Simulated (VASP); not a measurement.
Ge:

```
CELL_PARAMETERS angstrom
-2.57449 2.57449 1.39741
2.57449 -2.57449 1.39741
2.57449 2.57449 -1.39741
ATOMIC_POSITIONS crystal
Ge 0.50000 0.50000 0.00000
Ge 0.25000 0.75000 0.50000
```

Program: VASP 6.6.1. Alike in all runs: task single point; cell as given; k mesh 11 × 11 × 11; cutoff (eV) 520.

Problem. Order these runs on this cell by their pressure, lowest first.
A. level PBE; potentials or basis VASP PAW PBE potentials, release 64 (Ge_d); spin off; smearing gaussian 0.017 eV
B. level BLYP; potentials or basis VASP PAW PBE potentials, release 64 (Ge_d); spin off; smearing fermi-dirac 0.05 eV
C. level LDA; potentials or basis VASP PAW LDA potentials, release 64 (Ge_d); spin off; smearing fermi-dirac 0.05 eV
D. level PBEsol; potentials or basis VASP PAW PBE potentials, release 64 (Ge_d); spin non-collinear, zero start, SOC; smearing fermi-dirac 0.05 eV

Solution. C (-2.4 GPa), D (-0.7 GPa), A (3.3 GPa), B (9.7 GPa).

Caveats: the cell stands under pressure (at least some runs); the PAW data sets were made with another functional, which shifts forces and pressure a little (at least some runs).
